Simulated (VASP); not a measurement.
# Sb (P4/mmm) in VASP: notebook, part 2 of 2

VASP 6.6.1. Earlier steps stand in the parts before.

## Step 4: Single point, PBEsol (strain +0.000 along x and y, +0.050 along z)

Contents of INCAR:

```
  PREC = Accurate
  ENCUT = 520
  EDIFF = 1E-6
  ISMEAR = 0
  SIGMA = 0.15
  LREAL = F
  LASPH = T
  NELM = 80
  ALGO = Normal
  ISIF = 2
  LWAVE = F
  LCHARG = F
  GGA = PS
  NBANDS = 8
```

Contents of KPOINTS:

```
regular mesh
0
Gamma
  16 16 16
```

Contents of POSCAR:

```
Sb
1.0
    3.1600000000      0.0000000000      0.0000000000
    0.0000000000      3.1600000000      0.0000000000
    0.0000000000      0.0000000000      3.3180000000
Sb
1
Direct
    0.0000000000      0.0000000000      0.0000000000
```

Potentials or basis: VASP PAW PBE potentials, release 64 (Sb).

Run with:

```
cat potpaw_PBE.64/Sb/POTCAR > POTCAR
mpirun -np 1 vasp_std > vasp.out
```

OUTCAR:

```text
PREC = Accurate
   ENCUT = 520
   EDIFF = 1E-6
   ISMEAR = 0
   LREAL = F
   LASPH = T
   NELM = 80
   ISIF = 2
   GGA = PS

 ion  position               nearest neighbor table
   1  0.000  0.000  0.000-

  LATTYP: Found a simple tetragonal cell.
 ALAT       =     3.1600000000
 C/A-ratio  =     1.0500000000

  Lattice vectors:

 A1 = (   3.1600000000,   0.0000000000,   0.0000000000)
 A2 = (   0.0000000000,   3.1600000000,   0.0000000000)
 A3 = (   0.0000000000,   0.0000000000,   3.3180000000)

Analysis of symmetry for initial positions (statically):
=====================================================================
 Subroutine PRICEL returns:
 Original cell was already a primitive cell.

 Routine SETGRP: Setting up the symmetry group for a
 simple tetragonal supercell.

 Subroutine GETGRP returns: Found 16 space group operations
 (whereof 16 operations were pure point group operations)
 out of a pool of 16 trial point group operations.

The static configuration has the point symmetry D_4h.

Analysis of symmetry for dynamics (positions and initial velocities):
=====================================================================
 Subroutine PRICEL returns:
 Original cell was already a primitive cell.

 Routine SETGRP: Setting up the symmetry group for a
 simple tetragonal supercell.

 Subroutine GETGRP returns: Found 16 space group operations
 (whereof 16 operations were pure point group operations)
 out of a pool of 16 trial point group operations.

The dynamic configuration has the point symmetry D_4h.

 Subroutine INISYM returns: Found 16 space group operations
 (whereof 16 operations are pure point group operations),
 and found     1 'primitive' translations

----------------------------------------------------------------------------------------

                                     Primitive cell

  volume of cell :      33.1322

[... 102 lines left out ...]
   EFERMI_NEDOS =   21; number of points for ismear=-14 and -15
   IALGO  =     38    algorithm
   IMIX   =      4    mixing-type and parameters
     AMIX     =   0.40;   BMIX     =  1.00
     AMIX_MAG =   1.60;   BMIX_MAG =  1.00
  volume/ion in A,a.u.               =      33.13       223.59
  Fermi-wavevector in a.u.,A,eV,Ry     =   0.871595  1.647075 10.336041  0.759678
  Thomas-Fermi vector in A             =   1.990725
   LORBIT       =      0    0 simple, 1 ext, 2 COOP (PROOUT), +10 PAW based schemes
   GGA     = PS    functional components
   LHFCALC =     F    Hartree Fock is set to
   AEXX    =    0.0000 exact exchange contribution
   IVDW    =     0    specifies the selected vdW correction
   LEPSILON=     F    determine dielectric tensor
   LRPA    =     F    only Hartree local field effects (RPA)
 non-spin polarized calculation
 Gauss-broadening in eV      SIGMA  =   0.15
  energy-cutoff  :      520.00
  volume of cell :       33.13
 maximum number of plane-waves:       912
 NGX is ok and might be reduce to    24
   NGX = 11   NGY = 11   NGZ = 13

 number of electron       5.0000001 magnetization

 Free energy of the ion-electron system (eV)
  ---------------------------------------------------
  ext. energy  EPLUGINS =         0.00000000
  ---------------------------------------------------
  free energy    TOTEN  =        -4.42171306 eV

  energy without entropy =       -4.41451222  energy(sigma->0) =       -4.41811264

 E-fermi :   5.7338     XC(G=0):  -9.3157

 val. band max:        5.7336365918   @ k =   0.3750   0.1875   0.2500
 cond. band min:       5.7344807654   @ k =   0.1875   0.0000   0.1250
 fundamental gap:      0.0008441735
 Fermi energy:         5.7337866745

 k-point     1 :       0.0000    0.0000    0.0000
  band No.  band energies     occupation
      1      -5.9292      2.00000
      2       7.9366      0.00000
      3       9.1297      0.00000
      4       9.1297      0.00000
      5      12.0101      0.00000
      6      12.8636      0.00000
      7      13.5655      0.00000
      8      22.6518      0.00000
[... 243 lines left out ...]
 k-point    24 :       0.5000    0.1250    0.0000
  band No.  band energies     occupation
      1      -3.4644      2.00000
      2       0.9698      2.00000
      3       9.0607      0.00000
      4       9.9735      0.00000
      5      13.7954      0.00000
      6      14.8873      0.00000
      7      16.2047      0.00000
      8      16.2932      0.00000

 [... further k-points ...]
[... 5 lines left out ...]
  --------------------------------------------------------------------------------------
  -------------------------------------------------------------------------------------
  Total       -1.0910619     -1.0910619     -1.7304558      0.0000000      0.0000000      0.0000000
  in kB      -52.7605653    -52.7605653    -83.6797836      0.0000000      0.0000000      0.0000000
  external PRESSURE =     -63.0669714 kB  Pullay stress =       0.0000000 kB

 VOLUME and BASIS-vectors are now :
 -----------------------------------------------------------------------------
  energy-cutoff  :      520.00
  volume of cell :       33.13
      direct lattice vectors                 reciprocal lattice vectors
     3.160000000  0.000000000  0.000000000     0.316455696  0.000000000  0.000000000
     0.000000000  3.160000000  0.000000000     0.000000000  0.316455696  0.000000000
     0.000000000  0.000000000  3.318000000     0.000000000  0.000000000  0.301386377

 POSITION                                       TOTAL-FORCE (eV/Angst)
 -----------------------------------------------------------------------------------
      0.00000      0.00000      0.00000         0.000000      0.000000      0.000000
 -----------------------------------------------------------------------------------
    total drift:                               -0.000000      0.000000      0.000000

  FREE ENERGIE OF THE ION-ELECTRON SYSTEM (eV)
  ---------------------------------------------------
  free  energy   TOTEN  =        -4.4217130576 eV

  energy  without entropy=       -4.4145122166  energy(sigma->0) =       -4.41811264
```

stdout:

```text
POSCAR found type information on POSCAR Sb
 POSCAR found :  1 types and       1 ions
 scaLAPACK will be used
 -----------------------------------------------------------------------------
|                                                                             |
|                                                                             |
|     You enforced a specific xc type in the INCAR file but a different       |
|     I HOPE YOU KNOW WHAT YOU ARE DOING!                                     |
|                                                                             |
 -----------------------------------------------------------------------------

 LDA part: xc-table for (Slater+PW92), standard interpolation
 POSCAR, INCAR and KPOINTS ok, starting setup
 FFT: planning ... GRIDC
 FFT: planning ... GRID_SOFT
 FFT: planning ... GRID
 WAVECAR not read
 entering main loop
```

Run time: 32 s. Hardware: 1 thread of AMD EPYC 9R45 (Zen 5), shared host; peak memory 0.19 GiB.

What came out:

```
Free energy : -4.4217 eV
Pressure    : -6.3 GPa
```

Stress tensor (GPa, compression positive):
```
-5.28  0.00  0.00
 0.00 -5.28  0.00
 0.00  0.00 -8.37
```

Caveat: the cell differs from its parent crystal (strain +0.000 along x and y, +0.050 along z); the PAW data sets were made with another functional, which shifts forces and pressure a little; spin-orbit coupling is left out, which moves the levels of the heavy elements.

## Step 5: Overview

```csv
cell,gap on the mesh (eV),pressure (GPa)
"a = 3.160, b = 3.160, c = 3.002 Å, 1 atom",none,-2.2
"a = 3.239, b = 3.239, c = 3.081 Å, 1 atom",none,-5.5
"a = 3.160, b = 3.160, c = 3.318 Å, 1 atom",none,-6.3
```

Alike in all rows: task single point; level PBEsol; potentials or basis VASP PAW PBE potentials, release 64 (Sb); no spin polarisation; k mesh 16 × 16 × 16; cutoff (eV) 520; smearing gaussian 0.15 eV.

Caveats: the PAW data sets were made with another functional, which shifts forces and pressure a little; spin-orbit coupling is left out, which moves the levels of the heavy elements.

Total energies depend on the potentials used, so only differences within one code and one set of settings carry meaning.
